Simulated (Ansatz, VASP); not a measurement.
**F in VASP and in Ansatz**

File INCAR:

```
PREC = Accurate
ENCUT = 520
EDIFF = 1E-6
ISMEAR = 0
SIGMA = 0.02
LREAL = F
LASPH = T
NELM = 100
ALGO = Normal
ISIF = 2
LWAVE = F
LCHARG = F
GGA = PE
NBANDS = 22
```

The input KPOINTS:

```
Automatic mesh
0
Gamma
  10 10 4
```

The input POSCAR:

```
F
1.0
    2.6128025000     -1.5757940000      0.1100000000
    2.6128025000      1.5757940000      0.1100000000
   -1.1734972192      0.0000000000      7.0073213870
F
4
Direct
    0.9517154889      0.6190727392      0.0966542549
    0.3804294407      0.0487823312      0.4033457451
    0.0487823312      0.3804294407      0.9033457451
    0.6190727392      0.9517154889      0.5966542549
```

Input for Ansatz:

```yaml
crystal:
  lattice:
    - [2.6128025, -1.575794, 0.11]
    - [2.6128025, 1.575794, 0.11]
    - [-1.1734972192, 0.0, 7.007321387]
  atoms:
    - { symbol: F, position: [0.9517154889, 0.6190727392, 0.0966542549] }
    - { symbol: F, position: [0.3804294407, 0.0487823312, 0.4033457451] }
    - { symbol: F, position: [0.0487823312, 0.3804294407, 0.9033457451] }
    - { symbol: F, position: [0.6190727392, 0.9517154889, 0.5966542549] }
basis:
  ecutwfc: 420
kpoints:
  mp_grid: { grid: [10, 10, 4] }
hamiltonian:
  xc: pbe
scf:
  occupations: { method: gaussian, width: 0.02 }
output:
  forces: true
  stress: true
  eigenvalues: true
```

Alike in both runs: task single point; functional PBE; k mesh 10 × 10 × 4; occupations gaussian, width 0.02 eV; no spin polarisation.

|  | VASP | Ansatz |
| --- | --- | --- |
| version | VASP 6.6.1 | Ansatz 0.2.0 |
| potentials or method | VASP PAW PBE potentials, release 64 (F), cutoff 520 eV | scalar-relativistic, plane waves, PAW |
| valence electrons in the cell | 28 | 28 |

Ansatz gave:

- gap on the k mesh at the Fermi level (eV): 2.05
- least direct gap on the mesh (eV): 2.07
- pressure (GPa): -3.0
- traceless stress, the component that is largest in VASP (GPa): -7.82
- rms of the force components (eV/Å): 0.958

Q: Which values does VASP return?

A: gap on the k mesh at the Fermi level (eV): 1.99; least direct gap on the mesh (eV): 2.01; pressure (GPa): -2.9; traceless stress, the component that is largest in VASP (GPa): -6.61; rms of the force components (eV/Å): 0.798.

Atom by atom the forces differ by 0.161 eV/Å (rms over components). The functional is the same, so the differences come from potentials, cutoffs and numerics.
